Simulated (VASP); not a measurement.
A run of VASP 6.6.1 is set up as follows.

File INCAR:

```
SYSTEM = NaWF2
PREC = Accurate
ENCUT = 520
EDIFF = 1E-6
ISMEAR = 0
SIGMA = 0.1
LREAL = .FALSE.
LASPH = .TRUE.
NELM = 60
ALGO = Fast
ISIF = 2
LWAVE = .FALSE.
LCHARG = .TRUE.
GGA = PE
LELF = .TRUE.
LVHAR = .TRUE.
NBANDS = 26
```

File KPOINTS:

```
regular mesh
0
G
  15 15 8
  0 0 0
```

POSCAR

```
NaWF2
1.0
    3.8025468606      0.0000000000      0.0000000000
   -1.9012734303      3.2931021804      0.0000000000
    0.0000000000      0.0000000000      6.2405152844
Na W F
1 1 2
Direct
    0.0000000000      0.0000000000      0.5000000000
    0.0000000000      0.0000000000      0.0000000000
    0.3333333333      0.6666666667      0.0000000000
    0.6666666667      0.3333333333      0.0000000000
```

Potentials or basis: VASP PAW PBE potentials, release 64 (Na_pv, W_sv, F).

Command:

```console
$ cat potpaw_PBE.64/Na_pv/POTCAR potpaw_PBE.64/W_sv/POTCAR potpaw_PBE.64/F/POTCAR > POTCAR
$ mpirun -np 1 vasp_std > vasp.out
```

Question: What does it give for the pressure?

Answer: 0.3 GPa.

Question: What does it give for the band gap on the k mesh?

Answer: Zero (an odd number of electrons rules out a gap without spin polarisation).

Stress tensor (GPa, compression positive):
```
 0.54  0.00  0.00
 0.00  0.54  0.00
 0.00  0.00 -0.12
```

Caveat: spin-orbit coupling is left out, which moves the levels of the heavy elements; an odd number of electrons without spin polarisation forces a metal; a magnetic or distorted state may lie lower.
